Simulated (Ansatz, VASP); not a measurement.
One calculation of NaF, two programs

Contents of INCAR:

```
PREC = Accurate
ENCUT = 520
EDIFF = 1E-6
ISMEAR = 0
SIGMA = 0.05
LREAL = False
LASPH = True
NELM = 80
ALGO = Normal
ISIF = 2
LWAVE = False
LCHARG = False
GGA = PE
NBANDS = 14
```

File KPOINTS:

```
regular mesh
0
Gamma
  8 8 8
```

Contents of POSCAR:

```
NaF
1.0
    0.0000000000      2.2536010000      2.3233000000
    2.2536010000      0.0000000000      2.3233000000
    2.2536010000      2.2536010000      0.0000000000
Na F
1 1
Direct
    0.0000000000      0.0000000000      0.0000000000
    0.5000000000      0.5000000000      0.5000000000
```

Input for Ansatz:

```yaml
crystal:
  lattice:
    - [0.0, 2.253601, 2.3233]
    - [2.253601, 0.0, 2.3233]
    - [2.253601, 2.253601, 0.0]
  atoms:
    - { symbol: Na, position: [0.0, 0.0, 0.0] }
    - { symbol: F, position: [0.5, 0.5, 0.5] }
basis:
  ecutwfc: 420
kpoints:
  mp_grid: { grid: [8, 8, 8] }
hamiltonian:
  xc: pbe
scf:
  occupations: { method: gaussian, width: 0.05 }
output:
  forces: true
  stress: true
  eigenvalues: true
  write_density: true
  write_potential: true
  elf: true
  volumetric_format: npy
```

Change from the starting cell: strain -0.030 along x and y, +0.000 along z, atoms carried along.

Alike in both runs: task single point; functional PBE; k mesh 8 × 8 × 8; occupations gaussian, width 0.05 eV; no spin polarisation.

```csv
,VASP,Ansatz
version,VASP 6.6.1,Ansatz 0.2.0
potentials or method,"VASP PAW PBE potentials, release 64 (Na_pv, F), cutoff 520 eV","scalar-relativistic, plane waves, PAW"
valence electrons in the cell,14,16
```

|  | VASP | Ansatz | Ansatz less VASP |
| --- | --- | --- | --- |
| gap on the k mesh at the Fermi level (eV) | 6.59 | 6.61 | +0.018 |
| least direct gap on the mesh (eV) | 6.59 | 6.61 | +0.018 |
| pressure (GPa) | 5.4 | 5.5 | +0.07 |
| traceless stress, the component that is largest in VASP (GPa) | -2.27 | -2.19 | +0.072 |

With one functional, cell and mesh, what is left measures potentials, basis and numerics. VASP's potentials hold 14 valence electrons a cell and Ansatz's 16, so a difference there can come from the potentials and not from the codes.
